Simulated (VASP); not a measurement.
## Na: single point with LDA

Na:

```
Na
1.0
     3.34289    0.00000    0.00000
     0.00000    3.34289    0.00000
     0.00000    0.00000    3.34289
Na
1
Direct
  0.50000 0.50000 0.50000
```

```yaml
Program: VASP 6.6.1
Task: single point
Functional: LDA
Potentials_or_basis: VASP PAW LDA potentials, release 64 (Na_pv)
Cutoff: 520 eV
k_mesh: 6 × 6 × 6
Occupations: fermi-dirac, width 0.05 eV
Spin: no spin polarisation
```

```
Pressure : -0.3 GPa
```

Levels at points of the mesh, in eV from the Fermi level:
```
           k point  band 1  band 2  band 3  band 4  band 5  band 6
(0.00, 0.00, 0.00)  -25.22  -25.22  -25.22   -3.38    8.32    8.32
(0.50, 0.00, 0.00)  -25.27  -25.21  -25.21   -0.05    0.05   10.61
(0.50, 0.50, 0.00)  -25.27  -25.27  -25.21    2.96    2.96    3.21
(0.50, 0.50, 0.50)  -25.26  -25.26  -25.26    5.93    5.93    5.93
```

It took 3 s on 1 thread of Intel(R) Xeon(R) Platinum 8488C (Sapphire Rapids), on a shared host, peak memory 0.13 GiB.
